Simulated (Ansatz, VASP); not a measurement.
Given: the input of a run of Ansatz 0.2.0 on Si.

Contents of input.yaml:

```yaml
crystal:
  lattice:
    - [-1.62691493, 1.62691493, 1.32032985]
    - [1.62691493, -1.62691493, 1.32032985]
    - [1.62691493, 1.62691493, -1.32032985]
  atoms:
    - { symbol: Si, position: [0.0, 0.0, 0.0] }
hamiltonian:
  xc: { exchange: pbe, correlation: pbe, exx: { coeff: 0.25, omega: 0.3 } }
  pseudopotentials: { kind: paw }
kpoints:
  mp_grid: { grid: [7, 7, 7] }
scf:
  occupations: { method: fermi_dirac, width: 0.05 }
output:
  forces: true
  stress: true
  eigenvalues: true
```

Potentials or basis: Ansatz PAW.

Launch:

```console
$ ansatz run input.yaml --threads 2 --pin off --max-ram 5632MiB --backend cpu --events-out ev --progress --plain --runs-dir out
```

Translate it to VASP 6.6.1. Potentials there: VASP PAW PBE potentials, release 64 (Si).

As run (the cutoff follows the program's own potentials):

File POSCAR:

```
Si
1.0
   -1.6269149300      1.6269149300      1.3203298500
    1.6269149300     -1.6269149300      1.3203298500
    1.6269149300      1.6269149300     -1.3203298500
Si
1
Direct
    0.0000000000      0.0000000000      0.0000000000
```

INCAR.step1

```
PREC = Accurate
ENCUT = 520
EDIFF = 1E-5
ISMEAR = -1
SIGMA = 0.05
LREAL = False
LASPH = True
NELM = 80
ALGO = Normal
ISIF = 2
LWAVE = True
LCHARG = False
NBANDS = 8
GGA = PE
```

Contents of INCAR.step2:

```
PREC = Accurate
ENCUT = 520
EDIFF = 1E-7
ISMEAR = -1
SIGMA = 0.05
LREAL = False
LASPH = True
NELM = 80
ALGO = Normal
ISIF = 2
LWAVE = False
LCHARG = False
GGA = PE
LHFCALC = True
AEXX = 0.25
HFSCREEN = 0.3
PRECFOCK = Normal
NBANDS = 8
ISTART = 1
```

Contents of KPOINTS:

```
regular mesh
0
Gamma
  7 7 7
```

Potentials or basis: VASP PAW PBE potentials, release 64 (Si).

Launch:

```console
$ cat potpaw_PBE.64/Si/POTCAR > POTCAR
$ cp INCAR.step1 INCAR
$ mpirun -np 1 vasp_std > vasp.out
$ cp INCAR.step2 INCAR
$ mpirun -np 1 vasp_std > vasp.out
```

Both were run:

|  | VASP | Ansatz | Ansatz less VASP |
| --- | --- | --- | --- |
| gap on the k mesh at the Fermi level (eV) | none | none | - |
| pressure (GPa) | 1.7 | 1.9 | +0.21 |
| traceless stress, the component that is largest in VASP (GPa) | -4.35 | -4.32 | +0.022 |

VASP's potentials were made for PBE, not for PBE-based screened hybrid. A gap of «none» marks a metal or a gap that the smearing closes. The functional is the same, so the differences come from potentials, cutoffs and numerics.

The k mesh is coarse, so the values compare programs but aren't converged.
